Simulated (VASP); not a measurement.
Wanted: the native input for a VASP 6.6.1 run.

```yaml
Task: single point
Functional: HF
Potentials_or_basis: VASP PAW PBE potentials, release 64 (Be, S)
Cutoff: 520 eV
k_mesh: 4 × 4 × 4
Occupations: gaussian, width 0.05 eV
Spin: no spin polarisation
Dipole_correction: no
Grid_for_exact_exchange_PRECFOCK: Normal
Further_INCAR_settings: ALGO = Normal; EDIFF = 1e-07; NBANDS = 11
```

Crystal: BeS.

```
Be S
1.0
     0.00000    2.42500    2.42500
     2.42500    0.00000    2.42500
     2.42500    2.42500    0.00000
Be S
1 1
Direct
  0.00000 0.00000 0.00000
  0.75000 0.75000 0.75000
```

These files were run (other wordings do the same):

POSCAR

```
BeS
1.0
    0.0000000000      2.4249991143      2.4249991143
    2.4249991143      0.0000000000      2.4249991143
    2.4249991143      2.4249991143      0.0000000000
Be S
1 1
Direct
    0.0000000000      0.0000000000      0.0000000000
    0.7500000000      0.7500000000      0.7500000000
```

INCAR.step1

```
SYSTEM = BeS
PREC = Accurate ; ENCUT = 520
EDIFF = 1E-5 ; ISMEAR = 0
SIGMA = 0.05 ; LREAL = .FALSE.
LASPH = .TRUE. ; NELM = 60
ALGO = Normal ; ISIF = 2
LWAVE = .TRUE. ; GGA = PE
NBANDS = 11
```

INCAR.step2

```
SYSTEM = BeS
PREC = Accurate ; ENCUT = 520
EDIFF = 1E-7 ; ISMEAR = 0
SIGMA = 0.05 ; LREAL = .FALSE.
LASPH = .TRUE. ; NELM = 60
ALGO = Normal ; ISIF = 2
LWAVE = .FALSE. ; LCHARG = .TRUE.
GGA = PE ; LHFCALC = .TRUE.
AEXX = 1.0 ; ALDAC = 0.0
AGGAC = 0.0 ; PRECFOCK = Normal
LELF = .TRUE. ; LVHAR = .TRUE.
ISTART = 1 ; NBANDS = 11
```

KPOINTS

```
regular mesh
0
G
  4 4 4
  0 0 0
```

Potentials or basis: VASP PAW PBE potentials, release 64 (Be, S).

Run with:

```console
$ cat potpaw_PBE.64/Be/POTCAR potpaw_PBE.64/S/POTCAR > POTCAR
$ cp INCAR.step1 INCAR
$ mpirun -np 1 vasp_std > vasp.out
$ cp INCAR.step2 INCAR
$ mpirun -np 1 vasp_std > vasp.out
```

It gave:

```yaml
Pressure: 5.5 GPa
Band_gap_on_the_k_mesh: 10.63 eV, indirect (least direct gap 14.08 eV)
```

Caveat: the k points lie up to 0.56 Å⁻¹ apart; the PAW data sets were made with another functional, which shifts forces and pressure a little.

Run time: 52 s on 1 thread of Intel(R) Xeon(R) 6975P-C (Granite Rapids) (shared host), peak memory 0.15 GiB.
